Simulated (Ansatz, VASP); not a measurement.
MgH2 in VASP and in Ansatz

The input INCAR:

```
SYSTEM = MgH2
  PREC = Accurate
  ENCUT = 600
  EDIFF = 1E-6
  ISMEAR = 0
  SIGMA = 0.05
  LREAL = .FALSE.
  LASPH = .TRUE.
  NELM = 120
  ALGO = Normal
  ISIF = 2
  LWAVE = .FALSE.
  LCHARG = .FALSE.
  GGA = PE
  NBANDS = 9
  GGA_COMPAT = .FALSE.
```

KPOINTS

```
regular mesh
0
G
  10 10 10
  0 0 0
```

POSCAR

```
MgH2
1.0
    0.0000000000      2.3810671650      2.3810671650
    2.3810671650      0.0000000000      2.3810671650
    2.3810671650      2.3810671650      0.0000000000
Mg H
1 2
Direct
    0.0000000000      0.0000000000      0.0000000000
    0.7500000000      0.7500000000      0.7500000000
    0.2500000000      0.2500000000      0.2500000000
```

input.yaml

```yaml
crystal:
  lattice:
    - [0.0, 2.381067165, 2.381067165]
    - [2.381067165, 0.0, 2.381067165]
    - [2.381067165, 2.381067165, 0.0]
  atoms:
    - { symbol: Mg, position: [0.0, 0.0, 0.0] }
    - { symbol: H, position: [0.75, 0.75, 0.75] }
    - { symbol: H, position: [0.25, 0.25, 0.25] }
hamiltonian:
  xc: pbe
  pseudopotentials: { kind: paw }
kpoints:
  mp_grid: { grid: [10, 10, 10] }
scf:
  occupations: { method: gaussian, width: 0.05 }
output:
  forces: true
  stress: true
  eigenvalues: true
```

Alike in both runs: task single point; functional PBE; k mesh 10 × 10 × 10; occupations gaussian, width 0.05 eV; no spin polarisation.

|  | VASP | Ansatz |
| --- | --- | --- |
| version | VASP 6.6.1 | Ansatz 0.2.0 |
| potentials or method | VASP PAW PBE potentials, release 64 (Mg, H) | Ansatz PAW |
| plane-wave cutoff (eV) | 600 | 420 |
| valence electrons in the cell | 4 | 12 |

Ansatz gave:

| Quantity | Value |
| --- | --- |
| gap on the k mesh at the Fermi level (eV) | none |
| pressure (GPa) | -0.1 |

Which values does VASP return?

gap on the k mesh at the Fermi level (eV): none; pressure (GPa): -0.4.

A gap of «none» marks a metal or a gap that the smearing closes. VASP's potentials hold 4 valence electrons a cell and Ansatz's 12, so a difference there can come from the potentials and not from the codes.
